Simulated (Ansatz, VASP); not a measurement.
## One calculation of Al, two programs

Contents of POSCAR:

```
Al
1.0
    0.0000000000      2.0239800000      1.9936203000
    2.0239800000      0.0000000000      1.9936203000
    2.0239800000      2.0239800000      0.0000000000
Al
1
Direct
    0.0000000000      0.0000000000      0.0000000000
```

The input INCAR.step1:

```
SYSTEM = Al
PREC = Accurate
ENCUT = 520
ISMEAR = 0
SIGMA = 0.2
LREAL = .FALSE.
LASPH = .TRUE.
NELM = 80
NBANDS = 8
GGA = PE
ALGO = Normal
EDIFF = 1E-4
LWAVE = .TRUE.
LCHARG = .FALSE.
```

INCAR.step2

```
SYSTEM = Al
PREC = Accurate
ENCUT = 520
EDIFF = 1E-7
ISMEAR = 0
SIGMA = 0.2
LREAL = .FALSE.
LASPH = .TRUE.
NELM = 80
ALGO = Normal
ISIF = 2
LWAVE = .FALSE.
LCHARG = .TRUE.
METAGGA = R2SCAN
LMIXTAU = .TRUE.
LELF = .TRUE.
LVHAR = .TRUE.
NBANDS = 8
ISTART = 1
```

File KPOINTS:

```
regular mesh
0
G
  20 20 20
  0 0 0
```

Input for Ansatz:

```yaml
crystal:
  lattice:
    - [0.0, 2.02398, 1.9936203]
    - [2.02398, 0.0, 1.9936203]
    - [2.02398, 2.02398, 0.0]
  atoms:
    - { symbol: Al, position: [0.0, 0.0, 0.0] }
basis:
  ecutwfc: 500
kpoints:
  mp_grid: { grid: [20, 20, 20] }
hamiltonian:
  xc: r2scan
scf:
  occupations: { method: gaussian, width: 0.2 }
output:
  forces: true
  stress: true
  eigenvalues: true
```

Change from the starting cell: strain -0.0150 x Voigt [0, 0, 1, 0, 0, 0], atoms carried along.

Alike in both runs: task single point; functional r2SCAN; k mesh 20 × 20 × 20; occupations gaussian, width 0.2 eV; no spin polarisation.

|  | VASP | Ansatz |
| --- | --- | --- |
| version | VASP 6.6.1 | Ansatz 0.2.0 |
| potentials or method | VASP PAW PBE potentials, release 64 (Al), cutoff 520 eV | scalar-relativistic, plane waves, PAW |
| valence electrons in the cell | 3 | 3 |

```csv
,VASP,Ansatz,Ansatz less VASP
gap on the k mesh at the Fermi level (eV),none,none,-
pressure (GPa),-2.6,-2.3,+0.31
"traceless stress, the component that is largest in VASP (GPa)",0.39,0.39,+0.001
```

VASP's potentials were made for PBE, not for r2SCAN. A gap of «none» marks a metal or a gap that the smearing closes. The functional is the same, so the differences come from potentials, cutoffs and numerics.
